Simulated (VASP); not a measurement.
# AlRu (Pm-3m) in VASP: notebook

The runs below take AlRu through single point, with PBE.

All numbers are computed with VASP 6.6.1; they aren't measurements. Logs are shortened: lines on timing, memory, paths and dates and some standing lists are left out, and cuts for length are marked.

## 1. The cell of the first run

Symmetry: Pm-3m, No. 221, cubic system. Conventional cell: a = 2.931 Å, b = 2.931 Å, c = 2.931 Å, α = 90.00°, β = 90.00°, γ = 90.00°. Al (site symmetry m-3m) has 8 Ru at 2.54 Å and 6 Al at 2.93 Å within 3.3 Å. Within 3.3 Å of Ru (site symmetry m-3m) lie 8 Al at 2.54 Å and 6 Ru at 2.93 Å.

## 2. Single point, PBE

The input, INCAR:

```
SYSTEM = AlRu
  ALGO = Normal
  EDIFF = 1E-7
  ENCUT = 520
  GGA = PE
  ISIF = 2
  ISMEAR = -1
  LASPH = .TRUE.
  LCHARG = .FALSE.
  LREAL = .FALSE.
  LWAVE = .FALSE.
  NBANDS = 16
  NELM = 60
  PREC = Accurate
  SIGMA = 0.05
```

The input, KPOINTS:

```
k-points
0
G
  10 10 10
  0 0 0
```

The input, POSCAR:

```
AlRu
1.0
    2.9305298028      0.0000000000      0.0000000000
    0.0000000000      2.9305298028      0.0000000000
    0.0000000000      0.0000000000      2.9305298028
Al Ru
1 1
Direct
    0.0000000000      0.0000000000      0.0000000000
    0.5000000000      0.5000000000      0.5000000000
```

Potentials or basis: VASP PAW PBE potentials, release 64 (Al, Ru_pv).

Launch:

```
cat potpaw_PBE.64/Al/POTCAR potpaw_PBE.64/Ru_pv/POTCAR > POTCAR
mpirun -np 1 vasp_std > vasp.out
```

OUTCAR:

```text
SYSTEM = AlRu
   EDIFF = 1E-7
   ENCUT = 520
   GGA = PE
   ISIF = 2
   ISMEAR = -1
   LASPH = .TRUE.
   LREAL = .FALSE.
   NELM = 60
   PREC = Accurate

 ion  position               nearest neighbor table
   1  0.000  0.000  0.000-   2 2.54   2 2.54   2 2.54   2 2.54   2 2.54   2 2.54   2 2.54   2 2.54

   2  0.500  0.500  0.500-   1 2.54   1 2.54   1 2.54   1 2.54   1 2.54   1 2.54   1 2.54   1 2.54

  LATTYP: Found a simple cubic cell.
 ALAT       =     2.9305298028

  Lattice vectors:

 A1 = (   2.9305298028,   0.0000000000,   0.0000000000)
 A2 = (   0.0000000000,   2.9305298028,   0.0000000000)
 A3 = (   0.0000000000,   0.0000000000,   2.9305298028)

Analysis of symmetry for initial positions (statically):
=====================================================================
 Subroutine PRICEL returns:
 Original cell was already a primitive cell.

 Routine SETGRP: Setting up the symmetry group for a
 simple cubic supercell.

 Subroutine GETGRP returns: Found 48 space group operations
 (whereof 48 operations were pure point group operations)
 out of a pool of 48 trial point group operations.

The static configuration has the point symmetry O_h .

Analysis of symmetry for dynamics (positions and initial velocities):
=====================================================================
 Subroutine PRICEL returns:
 Original cell was already a primitive cell.

 Routine SETGRP: Setting up the symmetry group for a
 simple cubic supercell.

 Subroutine GETGRP returns: Found 48 space group operations
 (whereof 48 operations were pure point group operations)
 out of a pool of 48 trial point group operations.

The dynamic configuration has the point symmetry O_h .

 Subroutine INISYM returns: Found 48 space group operations
 (whereof 48 operations are pure point group operations),
 and found     1 'primitive' translations

----------------------------------------------------------------------------------------

                                     Primitive cell

  volume of cell :      25.1674

  direct lattice vectors                    reciprocal lattice vectors
     2.930529803  0.000000000  0.000000000     0.341235226  0.000000000  0.000000000
     0.000000000  2.930529803  0.000000000     0.000000000  0.341235226  0.000000000
     0.000000000  0.000000000  2.930529803     0.000000000  0.000000000  0.341235226

  length of vectors
     2.930529803  2.930529803  2.930529803     0.341235226  0.341235226  0.341235226

  position of ions in fractional coordinates (direct lattice)
     0.000000000  0.000000000  0.000000000
     0.500000000  0.500000000  0.500000000

  ion indices of the primitive-cell ions
   primitive index   ion index
                 1           1
                 2           2

----------------------------------------------------------------------------------------

 KPOINTS: k-points

Automatic generation of k-mesh.
 Grid dimensions read from file:
 generate k-points for:   10   10   10

 Generating k-lattice:

  Cartesian coordinates                     Fractional coordinates (reciprocal lattice)
     0.034123523  0.000000000  0.000000000     0.100000000  0.000000000  0.000000000
     0.000000000  0.034123523  0.000000000     0.000000000  0.100000000  0.000000000
     0.000000000  0.000000000  0.034123523     0.000000000  0.000000000  0.100000000

  Length of vectors
     0.034123523  0.034123523  0.034123523

  Shift w.r.t. Gamma in fractional coordinates (k-lattice)
     0.000000000  0.000000000  0.000000000

 Subroutine IBZKPT returns following result:
 ===========================================

 Found     56 irreducible k-points:

 Following reciprocal coordinates:
            Coordinates               Weight
  0.000000  0.000000  0.000000      1.000000
  0.100000  0.000000  0.000000      6.000000
  0.200000  0.000000  0.000000      6.000000
  0.300000  0.000000  0.000000      6.000000
  0.400000  0.000000  0.000000      6.000000
  0.500000  0.000000  0.000000      3.000000
[... 16 lines left out ...]
  0.200000  0.100000  0.100000     24.000000
  0.300000  0.100000  0.100000     24.000000
 [... further k-points ...]
   k-points           NKPTS =     56   k-points in BZ     NKDIM =     56   number of bands    NBANDS=     16
   number of dos      NEDOS =    301   number of ions     NIONS =      2
   total plane-waves  NPLWV =  13824
   dimension x,y,z NGX =    24 NGY =   24 NGZ =   24
   dimension x,y,z NGXF=    48 NGYF=   48 NGZF=   48
   ions per type =               1   1
   NGX,Y,Z   is equivalent  to a cutoff of  13.61, 13.61, 13.61 a.u.
   NGXF,Y,Z  is equivalent  to a cutoff of  27.23, 27.23, 27.23 a.u.
 SYSTEM =  AlRu
   PREC   = accura    normal or accurate (medium, high low for compatibility)
   ISTART =      0    job   : 0-new  1-cont  2-samecut
   ICHARG =      2    charge: 1-file 2-atom 10-const
   ISPIN  =      1    spin polarized calculation?
   LNONCOLLINEAR =      F non collinear calculations
   LSORBIT =      F    spin-orbit coupling
   LASPH  =      T    aspherical Exc in radial PAW
   ENCUT  =  520.0 eV  38.22 Ry    6.18 a.u.   5.45  5.45  5.45*2*pi/ulx,y,z
   NELM   =     60;   NELMIN=  2; NELMDL= -5     # of ELM steps
   EDIFF  = 0.1E-06   stopping-criterion for ELM
   LREAL  =      F    real-space projection
   EDIFFG = 0.1E-05   stopping-criterion for IOM
   NSW    =      0    number of steps for IOM
   IBRION =     -1    ionic relax: 0-MD 1-quasi-New 2-CG
   NFREE  =      0    steps in history (QN), initial steepest desc. (CG)
   ISIF   =      2    stress and relaxation
   ISYM   =      2    0-nonsym 1-usesym 2-fastsym
   POTIM  = 0.5000    time-step for ionic-motion
   TEBEG  =    0.0;   TEEND  =   0.0 temperature during run
   PSTRESS=    0.0 pullay stress
   NELECT =      17.0000    total number of electrons
   NUPDOWN=      -1.0000    fix difference up-down
   EMIN   =  10.00;   EMAX   =-10.00  energy-range for DOS
   EFERMI =   0.00;   METHOD = LEGACY
   ISMEAR =    -1;   SIGMA  =   0.05  broadening in eV -4-tet -1-fermi 0-gaus
   EFERMI_NEDOS =   21; number of points for ismear=-14 and -15
   IALGO  =     38    algorithm
   IMIX   =      4    mixing-type and parameters
     AMIX     =   0.40;   BMIX     =  1.00
     AMIX_MAG =   1.60;   BMIX_MAG =  1.00
  volume/ion in A,a.u.               =      12.58        84.92
  Fermi-wavevector in a.u.,A,eV,Ry     =   1.436410  2.714421 28.072531  2.063273
  Thomas-Fermi vector in A             =   2.555601
   LORBIT       =      0    0 simple, 1 ext, 2 COOP (PROOUT), +10 PAW based schemes
   GGA     = PE    functional components
   LHFCALC =     F    Hartree Fock is set to
   AEXX    =    0.0000 exact exchange contribution
   IVDW    =     0    specifies the selected vdW correction
   LEPSILON=     F    determine dielectric tensor
   LRPA    =     F    only Hartree local field effects (RPA)
 non-spin polarized calculation
  energy-cutoff  :      520.00
  volume of cell :       25.17
 maximum number of plane-waves:       697
 NGX is ok and might be reduce to    24
   NGX = 11   NGY = 11   NGZ = 11

 number of electron      17.0000003 magnetization

 Free energy of the ion-electron system (eV)
  ---------------------------------------------------
  ext. energy  EPLUGINS =         0.00000000
  ---------------------------------------------------
  free energy    TOTEN  =       -14.16758013 eV

  energy without entropy =      -14.15413810  energy(sigma->0) =      -14.16085912

 E-fermi :  11.6343     XC(G=0): -12.8870

 val. band max:       11.6216590415   @ k =   0.5000   0.2000   0.2000
 cond. band min:      11.6476037717   @ k =   0.5000   0.1000   0.1000
 fundamental gap:      0.0259447303
 Fermi energy:        11.6342741265

 k-point     1 :       0.0000    0.0000    0.0000
  band No.  band energies     occupation
      1     -30.1792      2.00000
      2     -30.1792      2.00000
      3     -30.1792      2.00000
      4       1.5764      2.00000
      5       7.6914      2.00000
      6       7.6914      2.00000
[... 8 lines left out ...]
     15      23.7217      0.00000
     16      27.9381      0.00000

 k-point     2 :       0.1000    0.0000    0.0000
  band No.  band energies     occupation
      1     -30.2048      2.00000
      2     -30.1771      2.00000
      3     -30.1771      2.00000
      4       1.7789      2.00000
      5       7.7641      2.00000
      6       7.7683      2.00000
[... 8 lines left out ...]
     15      23.7238      0.00000
     16      28.5443      0.00000

 k-point     3 :       0.2000    0.0000    0.0000
  band No.  band energies     occupation
      1     -30.2714      2.00000
      2     -30.1714      2.00000
      3     -30.1714      2.00000
      4       2.3659      2.00000
      5       7.8874      2.00000
      6       7.9638      2.00000
[... 8 lines left out ...]
     15      24.6397      0.00000
     16      29.6363      0.00000

 k-point     4 :       0.3000    0.0000    0.0000
  band No.  band energies     occupation
      1     -30.3529      2.00000
      2     -30.1644      2.00000
      3     -30.1644      2.00000
      4       3.2802      2.00000
      5       7.7167      2.00000
      6       8.2321      2.00000
[... 8 lines left out ...]
     15      25.2114      0.00000
     16      27.8451      0.00000

 k-point     5 :       0.4000    0.0000    0.0000
  band No.  band energies     occupation
      1     -30.4181      2.00000
      2     -30.1588      2.00000
      3     -30.1588      2.00000
      4       4.4301      2.00000
      5       6.9679      2.00000
      6       8.4706      2.00000
[... 8 lines left out ...]
     15      25.4322      0.00000
     16      26.1513      0.00000

 k-point     6 :       0.5000    0.0000    0.0000
  band No.  band energies     occupation
      1     -30.4429      2.00000
      2     -30.1566      2.00000
      3     -30.1566      2.00000
      4       5.4665      2.00000
      5       6.0253      2.00000
      6       8.5677      2.00000
[... 8 lines left out ...]
     15      25.1699      0.00000
     16      25.1699      0.00000

 k-point     7 :       0.1000    0.1000    0.0000
  band No.  band energies     occupation
      1     -30.2037      2.00000
      2     -30.2014      2.00000
      3     -30.1749      2.00000
      4       1.9782      2.00000
      5       7.8320      2.00000
      6       7.8558      2.00000
[... 8 lines left out ...]
     15      23.9563      0.00000
     16      29.0486      0.00000

 k-point     8 :       0.2000    0.1000    0.0000
  band No.  band energies     occupation
      1     -30.2689      2.00000
      2     -30.1966      2.00000
      3     -30.1692      2.00000
      4       2.5548      2.00000
      5       7.9598      2.00000
      6       8.0564      2.00000
[... 8 lines left out ...]
     15      25.0759      0.00000
     16      28.9610      0.00000

 k-point     9 :       0.3000    0.1000    0.0000
  band No.  band energies     occupation
      1     -30.3500      2.00000
      2     -30.1892      2.00000
      3     -30.1622      2.00000
      4       3.4501      2.00000
      5       7.7722      2.00000
      6       8.3214      2.00000
[... 8 lines left out ...]
     15      25.9886      0.00000
     16      27.0615      0.00000
[... 172 lines left out ...]
 k-point    19 :       0.4000    0.4000    0.0000
  band No.  band energies     occupation
      1     -30.3889      2.00000
      2     -30.3866      2.00000
      3     -30.1378      2.00000
      4       5.2969      2.00000
      5       7.7233      2.00000
      6       9.8203      2.00000
[... 8 lines left out ...]
     15      24.9377      0.00000
     16      27.1156      0.00000

 k-point    20 :       0.5000    0.4000    0.0000
  band No.  band energies     occupation
      1     -30.4116      2.00000
      2     -30.3846      2.00000
      3     -30.1356      2.00000
      4       5.2963      2.00000
      5       7.9437      2.00000
      6       9.9899      2.00000
[... 8 lines left out ...]
     15      25.1415      0.00000
     16      27.0488      0.00000

 k-point    21 :       0.5000    0.5000    0.0000
  band No.  band energies     occupation
      1     -30.4082      2.00000
      2     -30.4082      2.00000
      3     -30.1334      2.00000
      4       5.2142      2.00000
      5       8.2893      2.00000
      6      10.2131      2.00000
[... 8 lines left out ...]
     15      26.4690      0.00000
     16      26.4690      0.00000

 k-point    22 :       0.1000    0.1000    0.1000
  band No.  band energies     occupation
      1     -30.2025      2.00000
      2     -30.1992      2.00000
      3     -30.1992      2.00000
      4       2.1741      2.00000
      5       7.9245      2.00000
      6       7.9245      2.00000
[... 8 lines left out ...]
     15      23.7221      0.00000
     16      29.5022      0.00000

 k-point    23 :       0.2000    0.1000    0.1000
  band No.  band energies     occupation
      1     -30.2664      2.00000
      2     -30.1953      2.00000
      3     -30.1933      2.00000
      4       2.7399      2.00000
      5       8.0718      2.00000
      6       8.1156      2.00000
[... 8 lines left out ...]
     15      25.0926      0.00000
     16      28.4740      0.00000

 k-point    24 :       0.3000    0.1000    0.1000
  band No.  band energies     occupation
      1     -30.3471      2.00000
      2     -30.1878      2.00000
      3     -30.1861      2.00000
      4       3.6151      2.00000
      5       7.8592      2.00000
      6       8.3842      2.00000
[... 8 lines left out ...]
     15      25.9999      0.00000
     16      26.7613      0.00000

 [... further k-points ...]

------------------------ aborting loop because EDIFF is reached ----------------------------------------

  FORCE on cell =-STRESS in cart. coord.  units (eV):
  Direction    XX          YY          ZZ          XY          YZ          ZX
  --------------------------------------------------------------------------------------
  -------------------------------------------------------------------------------------
  Total        2.8007259      2.8007259      2.8007259     -0.0000000      0.0000000     -0.0000000
  in kB      178.2964772    178.2964772    178.2964772     -0.0000000      0.0000000     -0.0000000
  external PRESSURE =     178.2964772 kB  Pullay stress =       0.0000000 kB

 VOLUME and BASIS-vectors are now :
 -----------------------------------------------------------------------------
  energy-cutoff  :      520.00
  volume of cell :       25.17
      direct lattice vectors                 reciprocal lattice vectors
     2.930529803  0.000000000  0.000000000     0.341235226  0.000000000  0.000000000
     0.000000000  2.930529803  0.000000000     0.000000000  0.341235226  0.000000000
     0.000000000  0.000000000  2.930529803     0.000000000  0.000000000  0.341235226

 POSITION                                       TOTAL-FORCE (eV/Angst)
 -----------------------------------------------------------------------------------
      0.00000      0.00000      0.00000         0.000000      0.000000      0.000000
      1.46526      1.46526      1.46526         0.000000      0.000000      0.000000
 -----------------------------------------------------------------------------------
    total drift:                                0.000000     -0.000000     -0.000000

  FREE ENERGIE OF THE ION-ELECTRON SYSTEM (eV)
  ---------------------------------------------------
  free  energy   TOTEN  =       -14.1675801337 eV

  energy  without entropy=      -14.1541381000  energy(sigma->0) =      -14.16085912
```

Run time: 6.8 s. Hardware: 1 thread of Intel Xeon 6975P-C (Granite Rapids), shared host; peak memory 0.15 GiB.

What came out:

```yaml
Free_energy: -14.1676 eV
Pressure: 17.8 GPa
```

Levels at points of the mesh, in eV from the Fermi level:
| k point | band 5 | band 6 | band 7 | band 8 | band 9 | band 10 | band 11 | band 12 | band 13 | band 14 |
| --- | --- | --- | --- | --- | --- | --- | --- | --- | --- | --- |
| (0.00, 0.00, 0.00) | -3.94 | -3.94 | 0.17 | 0.17 | 0.17 | 6.37 | 6.37 | 6.37 | 11.33 | 11.33 |
| (0.50, 0.00, 0.00) | -5.61 | -3.07 | -1.76 | -1.76 | 0.46 | 2.50 | 7.39 | 11.34 | 11.34 | 12.09 |
| (0.50, 0.50, 0.00) | -3.34 | -1.42 | -1.42 | -1.31 | -1.31 | 1.67 | 5.72 | 6.87 | 11.08 | 12.09 |
| (0.50, 0.50, 0.50) | -5.01 | -5.01 | 1.77 | 1.77 | 2.95 | 4.27 | 4.27 | 4.27 | 9.11 | 9.11 |

## 3. Single point, PBE

This run uses another cell than the first one, of 12.85 Å³/atom, 1.021 times its volume.

The input, INCAR:

```
SYSTEM = AlRu
  PREC = Accurate
  ENCUT = 520
  EDIFF = 1E-6
  ISMEAR = -1
  SIGMA = 0.05
  LREAL = .False.
  LASPH = .True.
  NELM = 80
  ALGO = Normal
  ISIF = 2
  LWAVE = .False.
  LCHARG = .False.
  GGA = PE
  NBANDS = 16
```

The input, KPOINTS:

```
Automatic mesh
0
Gamma
  10 10 10
  0 0 0
```

The input, POSCAR:

```
AlRu
1.0
    2.9511680166      0.0000000000      0.0000000000
    0.0000000000      2.9511680166      0.0000000000
    0.0000000000      0.0000000000      2.9511680166
Al Ru
1 1
Direct
    0.0000000000      0.0000000000      0.0000000000
    0.5000000000      0.5000000000      0.5000000000
```

Potentials or basis: VASP PAW PBE potentials, release 64 (Al, Ru_pv).

Launch:

```
cat potpaw_PBE.64/Al/POTCAR potpaw_PBE.64/Ru_pv/POTCAR > POTCAR
mpirun -np 1 vasp_std > vasp.out
```

OUTCAR:

```text
SYSTEM = AlRu
   PREC = Accurate
   ENCUT = 520
   EDIFF = 1E-6
   ISMEAR = -1
   LREAL = .False.
   LASPH = .True.
   NELM = 80
   ISIF = 2
   GGA = PE

 ion  position               nearest neighbor table
   1  0.000  0.000  0.000-   2 2.56   2 2.56   2 2.56   2 2.56   2 2.56   2 2.56   2 2.56   2 2.56

   2  0.500  0.500  0.500-   1 2.56   1 2.56   1 2.56   1 2.56   1 2.56   1 2.56   1 2.56   1 2.56

  LATTYP: Found a simple cubic cell.
 ALAT       =     2.9511680166

[... 644 lines left out ...]

------------------------ aborting loop because EDIFF is reached ----------------------------------------

  FORCE on cell =-STRESS in cart. coord.  units (eV):
  Direction    XX          YY          ZZ          XY          YZ          ZX
  --------------------------------------------------------------------------------------
  -------------------------------------------------------------------------------------
  Total        1.9563798      1.9563798      1.9563798     -0.0000000      0.0000000     -0.0000000
  in kB      121.9500376    121.9500376    121.9500376     -0.0000000      0.0000000     -0.0000000
  external PRESSURE =     121.9500376 kB  Pullay stress =       0.0000000 kB

 VOLUME and BASIS-vectors are now :
 -----------------------------------------------------------------------------
  energy-cutoff  :      520.00
  volume of cell :       25.70
      direct lattice vectors                 reciprocal lattice vectors
     2.951168017  0.000000000  0.000000000     0.338848888  0.000000000  0.000000000
     0.000000000  2.951168017  0.000000000     0.000000000  0.338848888  0.000000000
     0.000000000  0.000000000  2.951168017     0.000000000  0.000000000  0.338848888

 POSITION                                       TOTAL-FORCE (eV/Angst)
 -----------------------------------------------------------------------------------
      0.00000      0.00000      0.00000         0.000000      0.000000      0.000000
      1.47558      1.47558      1.47558         0.000000      0.000000      0.000000
 -----------------------------------------------------------------------------------
    total drift:                                0.000000     -0.000000     -0.000000

  FREE ENERGIE OF THE ION-ELECTRON SYSTEM (eV)
  ---------------------------------------------------
  free  energy   TOTEN  =       -14.2178208316 eV

  energy  without entropy=      -14.2041481471  energy(sigma->0) =      -14.21098449
```

stdout:

```text
POSCAR found type information on POSCAR AlRu
 POSCAR found :  2 types and       2 ions
 scaLAPACK will be used
 LDA part: xc-table for (Slater+PW92), standard interpolation
 POSCAR, INCAR and KPOINTS ok, starting setup
 FFT: planning ... GRIDC
 FFT: planning ... GRID_SOFT
 FFT: planning ... GRID
 WAVECAR not read
 entering main loop
```

Wall time 6.4 s (1 thread of Intel Xeon 6975P-C (Granite Rapids), shared host); peak memory 0.15 GiB.

What came out:

```
Free energy : -14.2178 eV
Pressure    : 12.2 GPa
```

Levels at points of the mesh, in eV from the Fermi level:
```csv
k point,band 5,band 6,band 7,band 8,band 9,band 10,band 11,band 12,band 13,band 14
"(0.00, 0.00, 0.00)",-3.82,-3.82,0.17,0.17,0.17,6.27,6.27,6.27,11.21,11.21
"(0.50, 0.00, 0.00)",-5.57,-2.97,-1.71,-1.71,0.44,2.42,7.41,11.23,11.23,12.09
"(0.50, 0.50, 0.00)",-3.25,-1.41,-1.41,-1.27,-1.27,1.61,5.57,6.64,10.91,12.09
"(0.50, 0.50, 0.50)",-4.89,-4.89,1.71,1.71,2.82,4.22,4.22,4.22,8.91,8.91
```
